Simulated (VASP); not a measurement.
Ti, 2 atoms in the cell. Symmetry: P6_3/mmc, No. 194, hexagonal system. Conventional cell: a = 2.890 Å, b = 2.890 Å, c = 4.584 Å, α = 90.00°, β = 90.00°, γ = 120.00°. Ti (site symmetry -6m2) has 12 Ti at 2.84 to 2.89 Å within 3.7 Å. 

| Item | Value |
| --- | --- |
| Program | VASP 6.6.1 |
| Task | single point |
| Functional | PBEsol |
| Potentials or basis | VASP PAW PBE potentials, release 64 (Ti_sv) |
| Cutoff | 520 eV |
| k mesh | 11 × 11 × 6 |
| Occupations | fermi-dirac, width 0.15 eV |
| Spin | no spin polarisation |
| Dipole correction | no |
| Further INCAR settings | ALGO = Normal; EDIFF = 1e-06; NBANDS = 19 |

Potentials or basis: VASP PAW PBE potentials, release 64 (Ti_sv).

Run with:

```bash
$ cat potpaw_PBE.64/Ti_sv/POTCAR > POTCAR
$ mpirun -np 1 vasp_std > vasp.out
```

Hardware: 1 thread of Intel(R) Xeon(R) Platinum 8259CL CPU @ 2.50GHz (Skylake/Cascade Lake) (shared host).

Problem. Estimate the wall time of this run.

Solution. Wall time 25 s on 1 thread of Intel(R) Xeon(R) Platinum 8259CL CPU @ 2.50GHz (Skylake/Cascade Lake), with other jobs on the host, peak memory 0.17 GiB. Counts: scf iterations 13, k points 64.
